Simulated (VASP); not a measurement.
Set up this calculation in VASP 6.6.1, as the native input.

| Property | Result |
| --- | --- |
| Task | single point |
| Functional | BLYP |
| Potentials or basis | VASP PAW PBE potentials, release 64 (Cs_sv) |
| Cutoff | 520 eV |
| k mesh | 8 × 8 × 8 |
| Occupations | fermi-dirac, width 0.1 eV |
| Spin | no spin polarisation |
| Dipole correction | no |
| Further INCAR settings | ALGO = Normal; EDIFF = 1e-06; NBANDS = 10 |

The structure of Cs lies in POSCAR:

```
Cs
1.0
    0.0000000000      3.9096768148      3.9096768148
    3.9096768148      0.0000000000      3.9096768148
    3.9096768148      3.9096768148      0.0000000000
Cs
1
Direct
    0.0000000000      0.0000000000      0.0000000000
```

This isn't the form of Cs at room conditions, which is bcc.

One way to write it, as run:

INCAR

```
SYSTEM = Cs
AGGAC = 1.0 ; AGGAX = 1.0
ALDAC = 0.0 ; ALDAX = 1.0
ALGO = Normal ; EDIFF = 1E-6
ENCUT = 520 ; GGA = B5
ISIF = 2 ; ISMEAR = -1
LASPH = .True. ; LCHARG = .True.
LELF = .True. ; LREAL = .False.
LVHAR = .True. ; LWAVE = .False.
NBANDS = 10 ; NELM = 60
PREC = Accurate ; SIGMA = 0.1
```

KPOINTS

```
k-points
0
Gamma
  8 8 8
  0 0 0
```

Potentials or basis: VASP PAW PBE potentials, release 64 (Cs_sv).

The run is started by

```sh
$ cat potpaw_PBE.64/Cs_sv/POTCAR > POTCAR
$ mpirun -np 1 vasp_std > vasp.out
```

It gave:

```json
{
 "Pressure": "0.1 GPa",
 "Band gap on the k mesh": "zero (an odd number of electrons rules out a gap without spin polarisation)"
}
```

Caveat: the PAW data sets were made with another functional, which shifts forces and pressure a little; spin-orbit coupling is left out, which moves the levels of the heavy elements.

It took 32 s on 1 thread of Intel(R) Xeon(R) Platinum 8488C (Sapphire Rapids) (shared host), peak memory 0.24 GiB.
